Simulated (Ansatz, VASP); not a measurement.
## ZnS in VASP and in Ansatz

```
Zn S
1.0
     3.84556    0.00000    0.00000
    -1.92278    3.33035    0.00000
     0.00000    0.00000    6.30372
Zn S
2 2
Direct
  0.34578 0.72552 0.00520
  0.65422 0.27448 0.50520
  0.32328 0.61911 0.37980
  0.67672 0.38089 0.87980
```

Change from the starting cell: mode 4 frozen in at -0.065 Å and mode 5 at +0.196 Å (largest displacements).

Alike in both runs: task single point; functional PBE; k mesh 9 × 9 × 4; occupations gaussian, width 0.05 eV; no spin polarisation.

|  | VASP | Ansatz |
| --- | --- | --- |
| version | VASP 6.6.1 | Ansatz 0.2.0 |
| potentials or method | VASP PAW PBE potentials, release 64 (Zn, S), cutoff 520 eV | scalar-relativistic, plane waves, PAW |
| valence electrons in the cell | 36 | 36 |

```csv
,VASP,Ansatz,Ansatz less VASP
gap on the k mesh at the Fermi level (eV),1.96,1.96,-0.002
least direct gap on the mesh (eV),1.96,1.96,-0.002
pressure (GPa),-0.2,-0.3,-0.15
"traceless stress, the component that is largest in VASP (GPa)",0.66,0.66,-0.002
rms of the force components (eV/Å),0.129,0.130,+0.0008
```

Atom by atom the forces differ by 0.002 eV/Å (rms over components).
